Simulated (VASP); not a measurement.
Runs of VASP 6.6.1 on SiO2. The structure is that of space group P6_422 (No. 181), or close to it. The cells are those of the table. 

```csv
cell,gap on the mesh (eV),pressure (GPa),largest force (eV/Å)
"a = 5.265, b = 5.265, c = 5.525 Å, angles 90.0, 90.0, 120.0°, 9 atoms",4.95,-13.5,0.65
"a = 5.114, b = 5.114, c = 5.525 Å, angles 90.0, 90.0, 120.0°, 9 atoms",5.34,-4.8,0.24
"a = 4.888, b = 4.888, c = 5.525 Å, angles 90.0, 90.0, 120.0°, 9 atoms",(c),13.5,0.58
"a = 4.963, b = 4.963, c = 5.525 Å, angles 90.0, 90.0, 120.0°, 9 atoms",5.61,6.7,0.28
"a = 5.303, b = 5.303, c = 5.525 Å, angles 90.0, 90.0, 120.0°, 9 atoms",4.84,-15.4,0.74
"a = 5.190, b = 5.190, c = 5.525 Å, angles 90.0, 90.0, 120.0°, 9 atoms",5.16,-9.4,0.46
"a = 4.812, b = 4.812, c = 5.525 Å, angles 90.0, 90.0, 120.0°, 9 atoms",(a),(b),0.91
"a = 5.341, b = 5.341, c = 5.525 Å, angles 90.0, 90.0, 120.0°, 9 atoms",4.71,-17.1,0.83
"a = 4.736, b = 4.736, c = 5.525 Å, angles 90.0, 90.0, 120.0°, 9 atoms",5.83,30.0,1.27
```

Alike in all rows: task single point; level LDA; potentials or basis VASP PAW LDA potentials, release 64 (Si, O); no spin polarisation; k mesh 6 × 6 × 4; cutoff (eV) 520; smearing gaussian 0.05 eV.

Fill in the values left out.

(a) 5.77; (b) 21.3; (c) 5.70.

Caveats: forces of over 1 eV/Å act on the atoms, so gaps and moduli don't describe the material at rest (some runs).

A k mesh can miss the band edges.
